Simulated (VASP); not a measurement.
Runs of VASP 6.6.1 on Li2S. The structure is that of space group Fm-3m (No. 225), or close to it. The cells are those of the table. 

```tsv
task	level	cell	cutoff (eV)	smearing	gap on the mesh (eV)	pressure (GPa)
single point	PBE	a = 4.024 Å, angles 60.0°, 3 atoms	750	fermi-dirac 0.02 eV	3.39	0.2
single point	PBE	a = 4.035 Å, angles 60.0°, 3 atoms	750	fermi-dirac 0.02 eV	3.39	(a)
single point	r2SCAN	a = 4.024 Å, angles 60.0°, 3 atoms	830	fermi-dirac 0.02 eV	3.86	-0.2
relaxation of cell and atoms	r2SCAN	relaxed from a = 4.035 Å, angles 60.0°, 3 atoms	830	fermi-dirac 0.02 eV	3.85	0.0
single point	r2SCAN	a = 4.024 Å, angles 60.0°, 3 atoms	830	gaussian 0.01 eV	3.86	-0.2
```

Alike in all rows: potentials or basis VASP PAW PBE potentials, release 64 (S, Li_sv); no spin polarisation; k mesh 8 × 8 × 8.

Question: Estimate the missing entries.

Answer: (a) -0.1.

Caveats: the PAW data sets were made with another functional, which shifts forces and pressure a little (at least some runs).

A k mesh can miss the band edges.
